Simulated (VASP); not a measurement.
# SiC (Moissanite 3C) (F-43m) in VASP: notebook

SiC (Moissanite 3C) is run at these levels: PBE; tasks: single point.

All numbers are computed with VASP 6.6.1; they aren't measurements. Logs are shortened: lines on timing, memory, paths and dates and some standing lists are left out, and cuts for length are marked.

**Measured values to compare with.**

From “Insight into the structural, elastic and electronic properties of a new orthorhombic 6O-SiC polytype”, 2020, pmc:7200658, for a bulk crystal of SiC: band gap 2.4 eV (indirect).

The runs below are set against these values where they give the same quantity.

## 1. The cell of the first run

Symmetry: F-43m, No. 216, cubic system. Conventional cell: a = 4.269 Å, b = 4.269 Å, c = 4.269 Å, α = 90.00°, β = 90.00°, γ = 90.00°. Si (site symmetry -43m) has 4 C at 1.85 Å within 2.5 Å. Within 2.5 Å of C (site symmetry -43m) lie 4 Si at 1.85 Å.

## 2. Single point, PBE

Contents of INCAR:

```
SYSTEM = SiC
  PREC = Accurate
  ENCUT = 520
  EDIFF = 1E-6
  ISMEAR = 0
  SIGMA = 0.01
  LREAL = .False.
  LASPH = .True.
  NELM = 100
  ALGO = Normal
  ISIF = 2
  LWAVE = .False.
  LCHARG = .False.
  GGA = PE
  NBANDS = 11
```

Contents of KPOINTS:

```
Automatic mesh
0
Gamma
  7 7 7
  0 0 0
```

Contents of POSCAR:

```
SiC
1.0
    0.0000000000      2.1345181309      2.1345181309
    2.1345181309      0.0000000000      2.1345181309
    2.1345181309      2.1345181309      0.0000000000
Si C
1 1
Direct
    0.0000000000      0.0000000000      0.0000000000
    0.2500000000      0.2500000000      0.2500000000
```

Potentials or basis: VASP PAW PBE potentials, release 64 (Si, C).

Command:

```bash
cat potpaw_PBE.64/Si/POTCAR potpaw_PBE.64/C/POTCAR > POTCAR
mpirun -np 1 vasp_std > vasp.out
```

OUTCAR:

```text
SYSTEM = SiC
   PREC = Accurate
   ENCUT = 520
   EDIFF = 1E-6
   ISMEAR = 0
   LREAL = .False.
   LASPH = .True.
   NELM = 100
   ISIF = 2
   GGA = PE

 ion  position               nearest neighbor table
   1  0.000  0.000  0.000-   2 1.85   2 1.85   2 1.85   2 1.85
   2  0.250  0.250  0.250-   1 1.85   1 1.85   1 1.85   1 1.85

  LATTYP: Found a face centered cubic cell.
 ALAT       =     4.2690362618

  Lattice vectors:

 A1 = (   0.0000000000,   2.1345181309,   2.1345181309)
 A2 = (   2.1345181309,   0.0000000000,   2.1345181309)
 A3 = (   2.1345181309,   2.1345181309,   0.0000000000)

Analysis of symmetry for initial positions (statically):
=====================================================================
 Subroutine PRICEL returns:
 Original cell was already a primitive cell.

 Routine SETGRP: Setting up the symmetry group for a
 face centered cubic supercell.

 Subroutine GETGRP returns: Found 24 space group operations
 (whereof 24 operations were pure point group operations)
 out of a pool of 48 trial point group operations.

The static configuration has the point symmetry T_d .

Analysis of symmetry for dynamics (positions and initial velocities):
=====================================================================
 Subroutine PRICEL returns:
 Original cell was already a primitive cell.

 Routine SETGRP: Setting up the symmetry group for a
 face centered cubic supercell.

 Subroutine GETGRP returns: Found 24 space group operations
 (whereof 24 operations were pure point group operations)
 out of a pool of 48 trial point group operations.

The dynamic configuration has the point symmetry T_d .

 Subroutine INISYM returns: Found 24 space group operations
 (whereof 24 operations are pure point group operations),
 and found     1 'primitive' translations

----------------------------------------------------------------------------------------

                                     Primitive cell

  volume of cell :      19.4504

  direct lattice vectors                    reciprocal lattice vectors
     0.000000000  2.134518131  2.134518131    -0.234244907  0.234244907  0.234244907
     2.134518131  0.000000000  2.134518131     0.234244907 -0.234244907  0.234244907
     2.134518131  2.134518131  0.000000000     0.234244907  0.234244907 -0.234244907

  length of vectors
     3.018664490  3.018664490  3.018664490     0.405724079  0.405724079  0.405724079

  position of ions in fractional coordinates (direct lattice)
     0.000000000  0.000000000  0.000000000
     0.250000000  0.250000000  0.250000000

  ion indices of the primitive-cell ions
   primitive index   ion index
                 1           1
                 2           2

----------------------------------------------------------------------------------------

 KPOINTS: Automatic mesh

Automatic generation of k-mesh.
 Grid dimensions read from file:
 generate k-points for:    7    7    7

 Generating k-lattice:

  Cartesian coordinates                     Fractional coordinates (reciprocal lattice)
    -0.033463558  0.033463558  0.033463558     0.142857143  0.000000000  0.000000000
     0.033463558 -0.033463558  0.033463558     0.000000000  0.142857143  0.000000000
     0.033463558  0.033463558 -0.033463558     0.000000000  0.000000000  0.142857143

  Length of vectors
     0.057960583  0.057960583  0.057960583

  Shift w.r.t. Gamma in fractional coordinates (k-lattice)
     0.000000000  0.000000000  0.000000000

 Subroutine IBZKPT returns following result:
 ===========================================

 Found     20 irreducible k-points:

 Following reciprocal coordinates:
            Coordinates               Weight
  0.000000  0.000000  0.000000      1.000000
  0.142857  0.000000  0.000000      8.000000
  0.285714  0.000000  0.000000      8.000000
  0.428571  0.000000  0.000000      8.000000
  0.142857  0.142857  0.000000      6.000000
  0.285714  0.142857  0.000000     24.000000
[... 12 lines left out ...]
 -0.428571  0.428571  0.142857     24.000000
 -0.285714  0.428571  0.142857     24.000000
   k-points           NKPTS =     20   k-points in BZ     NKDIM =     20   number of bands    NBANDS=     11
   number of dos      NEDOS =    301   number of ions     NIONS =      2
   total plane-waves  NPLWV =  13824
   dimension x,y,z NGX =    24 NGY =   24 NGZ =   24
   dimension x,y,z NGXF=    48 NGYF=   48 NGZF=   48
   ions per type =               1   1
   NGX,Y,Z   is equivalent  to a cutoff of  13.22, 13.22, 13.22 a.u.
   NGXF,Y,Z  is equivalent  to a cutoff of  26.43, 26.43, 26.43 a.u.
 SYSTEM =  SiC
   PREC   = accura    normal or accurate (medium, high low for compatibility)
   ISTART =      0    job   : 0-new  1-cont  2-samecut
   ICHARG =      2    charge: 1-file 2-atom 10-const
   ISPIN  =      1    spin polarized calculation?
   LNONCOLLINEAR =      F non collinear calculations
   LSORBIT =      F    spin-orbit coupling
   LASPH  =      T    aspherical Exc in radial PAW
   ENCUT  =  520.0 eV  38.22 Ry    6.18 a.u.   5.61  5.61  5.61*2*pi/ulx,y,z
   NELM   =    100;   NELMIN=  2; NELMDL= -5     # of ELM steps
   EDIFF  = 0.1E-05   stopping-criterion for ELM
   LREAL  =      F    real-space projection
   EDIFFG = 0.1E-04   stopping-criterion for IOM
   NSW    =      0    number of steps for IOM
   IBRION =     -1    ionic relax: 0-MD 1-quasi-New 2-CG
   NFREE  =      0    steps in history (QN), initial steepest desc. (CG)
   ISIF   =      2    stress and relaxation
   ISYM   =      2    0-nonsym 1-usesym 2-fastsym
   POTIM  = 0.5000    time-step for ionic-motion
   TEBEG  =    0.0;   TEEND  =   0.0 temperature during run
   PSTRESS=    0.0 pullay stress
   NELECT =       8.0000    total number of electrons
   NUPDOWN=      -1.0000    fix difference up-down
   EMIN   =  10.00;   EMAX   =-10.00  energy-range for DOS
   EFERMI =   0.00;   METHOD = LEGACY
   ISMEAR =     0;   SIGMA  =   0.01  broadening in eV -4-tet -1-fermi 0-gaus
   EFERMI_NEDOS =   21; number of points for ismear=-14 and -15
   IALGO  =     38    algorithm
   IMIX   =      4    mixing-type and parameters
     AMIX     =   0.40;   BMIX     =  1.00
     AMIX_MAG =   1.60;   BMIX_MAG =  1.00
  volume/ion in A,a.u.               =       9.73        65.63
  Fermi-wavevector in a.u.,A,eV,Ry     =   1.217479  2.300703 20.167321  1.482256
  Thomas-Fermi vector in A             =   2.352798
   LORBIT       =      0    0 simple, 1 ext, 2 COOP (PROOUT), +10 PAW based schemes
   GGA     = PE    functional components
   LHFCALC =     F    Hartree Fock is set to
   AEXX    =    0.0000 exact exchange contribution
   IVDW    =     0    specifies the selected vdW correction
   LEPSILON=     F    determine dielectric tensor
   LRPA    =     F    only Hartree local field effects (RPA)
 non-spin polarized calculation
 Gauss-broadening in eV      SIGMA  =   0.01
  energy-cutoff  :      520.00
  volume of cell :       19.45
 maximum number of plane-waves:       534
   NGX = 11   NGY = 11   NGZ = 11

 number of electron       7.9999999 magnetization

 Free energy of the ion-electron system (eV)
  ---------------------------------------------------
  ext. energy  EPLUGINS =         0.00000000
  ---------------------------------------------------
  free energy    TOTEN  =       -14.97122162 eV

  energy without entropy =      -14.97122162  energy(sigma->0) =      -14.97122162

 E-fermi :   8.8987     XC(G=0): -11.6278

 val. band max:        8.8190652739   @ k =   0.0000   0.0000   0.0000
 cond. band min:      10.3710912465   @ k =   0.4286   0.4286   0.0000
 fundamental gap:      1.5520259726
 Fermi energy:         8.8987292252

 k-point     1 :       0.0000    0.0000    0.0000
  band No.  band energies     occupation
      1      -7.0795      2.00000
      2       8.8191      2.00000
      3       8.8191      2.00000
      4       8.8191      2.00000
      5      15.7825      0.00000
      6      16.5682      0.00000
      7      16.5682      0.00000
      8      16.5682      0.00000
      9      23.6927      0.00000
     10      23.6927      0.00000
     11      26.2782      0.00000

 k-point     2 :       0.1429    0.0000    0.0000
  band No.  band energies     occupation
      1      -6.6622      2.00000
      2       6.9382      2.00000
      3       8.5624      2.00000
      4       8.5624      2.00000
      5      15.8183      0.00000
      6      17.0068      0.00000
      7      17.0068      0.00000
      8      17.4561      0.00000
      9      22.2407      0.00000
     10      22.2407      0.00000
     11      25.2103      0.00000

 k-point     3 :       0.2857    0.0000    0.0000
  band No.  band energies     occupation
      1      -5.4517      2.00000
      2       3.5568      2.00000
      3       8.0953      2.00000
      4       8.0953      2.00000
      5      15.2215      0.00000
      6      16.9991      0.00000
      7      16.9991      0.00000
      8      18.9971      0.00000
      9      22.7222      0.00000
     10      22.7222      0.00000
     11      24.5338      0.00000

 k-point     4 :       0.4286    0.0000    0.0000
  band No.  band energies     occupation
      1      -3.7401      2.00000
      2       0.5657      2.00000
      3       7.7948      2.00000
      4       7.7948      2.00000
      5      14.8664      0.00000
      6      16.3982      0.00000
      7      16.3982      0.00000
      8      19.2402      0.00000
      9      25.5119      0.00000
     10      25.6687      0.00000
     11      25.6687      0.00000

 k-point     5 :       0.1429    0.1429    0.0000
  band No.  band energies     occupation
      1      -6.5230      2.00000
      2       7.4489      2.00000
      3       7.9200      2.00000
      4       7.9200      2.00000
      5      15.1042      0.00000
      6      16.7852      0.00000
      7      17.9598      0.00000
      8      17.9598      0.00000
      9      20.2398      0.00000
     10      24.3185      0.00000
     11      27.7073      0.00000
[... 155 lines left out ...]
 k-point    17 :       0.4286    0.2857    0.1429
  band No.  band energies     occupation
      1      -4.4103      2.00000
      2       3.5630      2.00000
      3       5.2754      2.00000
      4       7.0495      2.00000
      5      14.0782      0.00000
      6      16.7989      0.00000
      7      17.8473      0.00000
      8      20.1235      0.00000
      9      22.1455      0.00000
     10      26.0836      0.00000
     11      29.4424      0.00000

 k-point    18 :      -0.4286    0.2857    0.1429
  band No.  band energies     occupation
      1      -2.8135      2.00000
      2       1.4393      2.00000
      3       4.5568      2.00000
      4       6.2382      2.00000
      5      14.1008      0.00000
      6      16.8894      0.00000
      7      19.0963      0.00000
      8      20.4475      0.00000
      9      22.8658      0.00000
     10      25.7031      0.00000
     11      29.6563      0.00000

 k-point    19 :      -0.4286    0.4286    0.1429
  band No.  band energies     occupation
      1      -2.2152      2.00000
      2       1.7838      2.00000
      3       4.3840      2.00000
      4       4.8534      2.00000
      5      12.5077      0.00000
      6      15.7327      0.00000
      7      20.0537      0.00000
      8      22.8077      0.00000
      9      23.3235      0.00000
     10      27.1520      0.00000
     11      31.4184      0.00000

 k-point    20 :      -0.2857    0.4286    0.1429
  band No.  band energies     occupation
      1      -1.7189      2.00000
      2       1.6394      2.00000
      3       3.0723      2.00000
      4       5.0638      2.00000
      5      13.6007      0.00000
      6      17.8267      0.00000
      7      19.5819      0.00000
      8      20.2294      0.00000
      9      23.1962      0.00000
     10      26.0798      0.00000
     11      31.4538      0.00000

------------------------ aborting loop because EDIFF is reached ----------------------------------------

  FORCE on cell =-STRESS in cart. coord.  units (eV):
  Direction    XX          YY          ZZ          XY          YZ          ZX
  --------------------------------------------------------------------------------------
  -------------------------------------------------------------------------------------
  Total        2.2941511      2.2941511      2.2941511      0.0000000      0.0000000      0.0000000
  in kB      188.9744359    188.9744359    188.9744359      0.0000000      0.0000000      0.0000000
  external PRESSURE =     188.9744359 kB  Pullay stress =       0.0000000 kB

 VOLUME and BASIS-vectors are now :
 -----------------------------------------------------------------------------
  energy-cutoff  :      520.00
  volume of cell :       19.45
      direct lattice vectors                 reciprocal lattice vectors
     0.000000000  2.134518131  2.134518131    -0.234244907  0.234244907  0.234244907
     2.134518131  0.000000000  2.134518131     0.234244907 -0.234244907  0.234244907
     2.134518131  2.134518131  0.000000000     0.234244907  0.234244907 -0.234244907

 POSITION                                       TOTAL-FORCE (eV/Angst)
 -----------------------------------------------------------------------------------
      0.00000      0.00000      0.00000         0.000000      0.000000      0.000000
      1.06726      1.06726      1.06726        -0.000000     -0.000000     -0.000000
 -----------------------------------------------------------------------------------
    total drift:                                0.000000      0.000000      0.000000

  FREE ENERGIE OF THE ION-ELECTRON SYSTEM (eV)
  ---------------------------------------------------
  free  energy   TOTEN  =       -14.9712216231 eV

  energy  without entropy=      -14.9712216231  energy(sigma->0) =      -14.97122162
```

Wall time 2.6 s (1 thread of Intel Xeon 6975P-C, shared host); peak memory 0.13 GiB.

Results:

```yaml
Free_energy: -14.9712 eV
Pressure: 18.9 GPa
Band_gap_on_the_k_mesh: 1.55 eV, indirect (least direct gap 4.74 eV)
```

## 3. Single point, PBE

This run uses another cell than the first one, of 9.93 Å³/atom, 1.021 times its volume.

Edit INCAR of step 2 so:

```diff
@@ -8,3 +8,3 @@
   LASPH = .True.
-  NELM = 100
+  NELM = 80
   ALGO = Normal
```

Contents of KPOINTS:

```
regular mesh
0
Gamma
  7 7 7
  0 0 0
```

Contents of POSCAR:

```
SiC
1.0
    0.0000000000      2.1495504440      2.1495504440
    2.1495504440      0.0000000000      2.1495504440
    2.1495504440      2.1495504440      0.0000000000
Si C
1 1
Direct
    0.0000000000      0.0000000000      0.0000000000
    0.2500000000      0.2500000000      0.2500000000
```

Potentials or basis: VASP PAW PBE potentials, release 64 (Si, C).

Command:

```bash
cat potpaw_PBE.64/Si/POTCAR potpaw_PBE.64/C/POTCAR > POTCAR
mpirun -np 1 vasp_std > vasp.out
```

Run time: 2.5 s. Hardware: 1 thread of Intel Xeon 6975P-C, shared host; peak memory 0.13 GiB.

It converged, with:

- Free energy: -15.0126 eV
- Pressure: 13.2 GPa
- Band gap on the k mesh: 1.57 eV, indirect (least direct gap 4.72 eV)

Levels at points of the mesh, in eV from the valence-band top:
| k point | band 2 | band 3 | band 4 | band 5 | band 6 | band 7 |
| --- | --- | --- | --- | --- | --- | --- |
| (0.00, 0.00, 0.00) | 0.00 | 0.00 | 0.00 | 6.71 | 7.59 | 7.59 |

A k mesh can miss the band edges. Expect the measured gap to be larger: semilocal functionals such as PBE lack the derivative discontinuity.

## 4. Single point, PBE

This run uses another cell than the first one, of 10.14 Å³/atom, 1.043 times its volume.

Contents of INCAR:

```
SYSTEM = SiC
PREC = Accurate ; ENCUT = 520
EDIFF = 1E-6 ; ISMEAR = 0
SIGMA = 0.01 ; LREAL = .False.
LASPH = .True. ; NELM = 60
ALGO = Normal ; ISIF = 2
LWAVE = .False. ; LCHARG = .False.
GGA = PE ; NBANDS = 11
```

KPOINTS is that of step 3.

Contents of POSCAR:

```
SiC
1.0
    0.0000000000      2.1643753983      2.1643753983
    2.1643753983      0.0000000000      2.1643753983
    2.1643753983      2.1643753983      0.0000000000
Si C
1 1
Direct
    0.0000000000      0.0000000000      0.0000000000
    0.2500000000      0.2500000000      0.2500000000
```

Command:

```bash
cat potpaw_PBE.64/Si/POTCAR potpaw_PBE.64/C/POTCAR > POTCAR
mpirun -np 1 vasp_std > vasp.out
```

It took 2.6 s on 1 thread of Intel Xeon 6975P-C, shared host; peak memory 0.13 GiB.

Results (log left out):

* Free energy: -15.0399 eV
* Pressure: 8.0 GPa
* Band gap on the k mesh: 1.58 eV, indirect (least direct gap 4.70 eV)

Levels at points of the mesh, in eV from the valence-band top:
| k point | band 2 | band 3 | band 4 | band 5 | band 6 | band 7 |
| --- | --- | --- | --- | --- | --- | --- |
| (0.00, 0.00, 0.00) | 0.00 | 0.00 | 0.00 | 6.47 | 7.45 | 7.45 |

## 5. Single point, PBE

This run uses another cell than the first one, of 10.35 Å³/atom, 1.064 times its volume.

Contents of INCAR:

```
ALGO = Normal ; EDIFF = 1E-6
ENCUT = 520 ; GGA = PE
ISIF = 2 ; ISMEAR = 0
LASPH = T ; LCHARG = F
LREAL = F ; LWAVE = F
NBANDS = 11 ; NELM = 80
PREC = Accurate ; SIGMA = 0.01
```

Contents of KPOINTS:

```
k-points
0
Gamma
  7 7 7
```

Contents of POSCAR:

```
SiC
1.0
    0.0000000000      2.1790000000      2.1790000000
    2.1790000000      0.0000000000      2.1790000000
    2.1790000000      2.1790000000      0.0000000000
Si C
1 1
Direct
    0.0000000000      0.0000000000      0.0000000000
    0.2500000000      0.2500000000      0.2500000000
```

Command:

```bash
cat potpaw_PBE.64/Si/POTCAR potpaw_PBE.64/C/POTCAR > POTCAR
mpirun -np 1 vasp_std > vasp.out
```

Wall time 2.8 s (1 thread of Intel Xeon 6975P-C, shared host); peak memory 0.13 GiB.

It converged, with:

```
Free energy            : -15.0544 eV
Pressure               : 3.2 GPa
Band gap on the k mesh : 1.59 eV, indirect (least direct gap 4.67 eV)
```

Levels at points of the mesh, in eV from the valence-band top:
```
           k point  band 1  band 2  band 3  band 4  band 5  band 6  band 7  band 8
(0.00, 0.00, 0.00)  -15.40    0.00    0.00    0.00    6.23    7.30    7.30    7.30
```

[end of part 1 of 2]
